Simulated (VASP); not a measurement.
Crystal: InP.

```xyz
2
Lattice="0.0000 2.9305 2.9305 2.9305 0.0000 2.9305 2.9305 2.9305 0.0000" Properties=species:S:1:pos:R:3 pbc="T T T"
In    0.0000    0.0000    0.0000
P     4.3957    4.3957    4.3957
```

| Item | Value |
| --- | --- |
| Program | VASP 6.6.1 |
| Task | relaxation of cell and atoms |
| Functional | BLYP |
| Dispersion | D3(BJ) |
| Potentials or basis | VASP PAW PBE potentials, release 64 (In_d, P) |
| Cutoff | 600 eV |
| k mesh | 8 × 8 × 8 |
| Occupations | fermi-dirac, width 0.05 eV |
| Spin | no spin polarisation |

At the start: pressure 1.6 GPa; volume 25.17 Å³/atom.

Question: How do energy, volume and symmetry change on relaxing?

Answer: Over 3 steps the energy falls by 3.2 meV/atom and the volume is 25.81 Å³/atom (+2.6 %); space group F-43m (No. 216, to 0.05 Å).

The path:
| step | energy change (eV) | largest force (eV/Å) | pressure (GPa) | volume (Å³) |
| --- | --- | --- | --- | --- |
| 1 | 0.0000 | 0.0000 | 1.63 | 50.33 |
| 2 | -0.0051 | 0.0000 | -0.71 | 52.23 |
| 3 | -0.0065 | 0.0000 | -0.01 | 51.62 |

Final structure:
```cif
data_structure
_symmetry_space_group_name_H-M 'P 1'
_symmetry_Int_Tables_number 1
_cell_length_a 4.1794
_cell_length_b 4.1794
_cell_length_c 4.1794
_cell_angle_alpha 60.000
_cell_angle_beta 60.000
_cell_angle_gamma 60.000
_cell_volume 51.62
loop_
_atom_site_label
_atom_site_type_symbol
_atom_site_fract_x
_atom_site_fract_y
_atom_site_fract_z
_atom_site_occupancy
In1 In 0.00000 0.00000 0.00000 1
P1 P 0.75000 0.75000 0.75000 1
```

Caveat: the PAW data sets were made with another functional, which shifts forces and pressure a little.
